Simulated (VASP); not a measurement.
Input of a VASP 6.6.1 run:

File INCAR:

```
  PREC = Accurate
  ENCUT = 520
  EDIFF = 1E-7
  ISMEAR = 0
  SIGMA = 0.1
  LREAL = F
  LASPH = T
  NELM = 100
  ALGO = Normal
  ISIF = 2
  LWAVE = F
  LCHARG = F
  LDIPOL = T
  IDIPOL = 3
  DIPOL = 0.5 0.5 0.303
  GGA = PE
  NBANDS = 44
```

KPOINTS

```
Automatic mesh
0
Gamma
  6 3 1
```

The input POSCAR:

```
C6F
1.0
    4.9326910638      0.0000000000      0.0000000000
   -1.2331727660      8.7858796651      0.0000000000
    0.0000000000      0.0000000000     22.7907133841
C F
12 2
Direct
    0.0197005045      0.0788020181      0.1755100831
    0.5197005045      0.0788020181      0.1755100831
    0.2746256306      0.0985025226      0.2058124647
    0.7746256306      0.0985025226      0.2058124647
    0.2844758829      0.1379035317      0.2664172279
    0.7844758829      0.1379035317      0.2664172279
    0.0392967069      0.1571967486      0.2959398808
    0.5392967069      0.1571967486      0.2959398808
    0.0496769807      0.1987213712      0.3592739175
    0.5496769807      0.1987213712      0.3592739175
    0.3040736564      0.2163109051      0.3857147091
    0.8040736564      0.2163109051      0.3857147091
    0.3040736564      0.1283938698      0.4348575324
    0.3040736564      0.3042279405      0.4348575324
```

Potentials or basis: VASP PAW PBE potentials, release 64 (C, F).

Launch:

```bash
$ cat potpaw_PBE.64/C/POTCAR potpaw_PBE.64/F/POTCAR > POTCAR
$ mpirun -np 1 vasp_std > vasp.out
```

Task: Predict the band gap on the k mesh.

Result: Zero (filled and empty bands overlap).

Task: Estimate the largest force.

Result: 18.057 eV/Å.

Forces in eV/Å, atoms in the order of the input:
```
C    -0.176   0.442   1.664
C     0.173   0.412   1.661
C     0.000  -0.804  -3.083
C     0.002  -0.689  -2.778
C    -0.027   0.288   1.033
C     0.026   0.182   1.026
C    -0.420   0.319   1.219
C     0.404   0.381   1.249
C    -3.451  -0.504  -3.693
C     3.617   0.249  -3.892
C    -0.253  -0.097   4.668
C     0.061  -0.017  -0.413
F     1.824 -17.904   1.481
F    -1.779  17.741  -0.143
```
